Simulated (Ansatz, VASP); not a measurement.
**KBr in VASP and in Ansatz**

INCAR

```
SYSTEM = KBr
ALGO = Normal ; EDIFF = 1E-6
ENCUT = 500 ; GGA = VW
GGA_COMPAT = .FALSE. ; ISIF = 2
ISMEAR = -1 ; LASPH = .TRUE.
LCHARG = .FALSE. ; LREAL = .FALSE.
LWAVE = .FALSE. ; NBANDS = 15
NELM = 120 ; PREC = Accurate
SIGMA = 0.1
```

Contents of KPOINTS:

```
k-points
0
G
  7 7 7
  0 0 0
```

Contents of POSCAR:

```
KBr
1.0
    0.0000000000      3.0634486300      3.0634486300
    3.0634486300      0.0000000000      3.0634486300
    3.0634486300      3.0634486300      0.0000000000
Br K
1 1
Direct
    0.5000000000      0.5000000000      0.5000000000
    0.0000000000      0.0000000000      0.0000000000
```

File input.yaml:

```yaml
crystal:
  lattice: { a: 6.12689726, b: 6.12689726, c: 6.12689726, alpha: 90.0, beta: 90.0, gamma: 90.0 }
  space_group: 225
  setting: { hermann_mauguin: Fm-3m }
  reduce_to_primitive: true
  atoms:
    - { symbol: Br, position: [0.5, 0.0, 0.0] }
    - { symbol: K, position: [0.0, 0.0, 0.0] }
kpoints:
  mp_grid: { grid: [7, 7, 7] }
scf:
  occupations: { method: fermi_dirac, width: 0.1 }
  n_extra_bands: 32
hamiltonian:
  xc: { exchange: slater, correlation: vwn5 }
  pseudopotentials: { kind: all_electron, lapw: { basis_error: 0.001 } }
output:
  forces: true
  stress: true
  eigenvalues: true
```

Alike in both runs: task single point; functional SVWN5; k mesh 7 × 7 × 7; occupations fermi-dirac, width 0.1 eV; no spin polarisation.

|  | VASP | Ansatz |
| --- | --- | --- |
| version | VASP 6.6.1 | Ansatz 0.2.0 |
| potentials or method | VASP PAW PBE potentials, release 64 (Br, K_sv), cutoff 500 eV | all-electron LAPW, scalar-relativistic |

Ansatz gave:

```
gap on the k mesh at the Fermi level (eV) : 4.70
least direct gap on the mesh (eV)         : 4.70
pressure (GPa)                            : 3.2
```

Question: Which values does VASP return?

Answer: gap on the k mesh at the Fermi level (eV): 4.70; least direct gap on the mesh (eV): 4.70; pressure (GPa): 3.3.

VASP's potentials were made for PBE, not for SVWN5. Ansatz ran all-electron here, and VASP with PAW potentials.
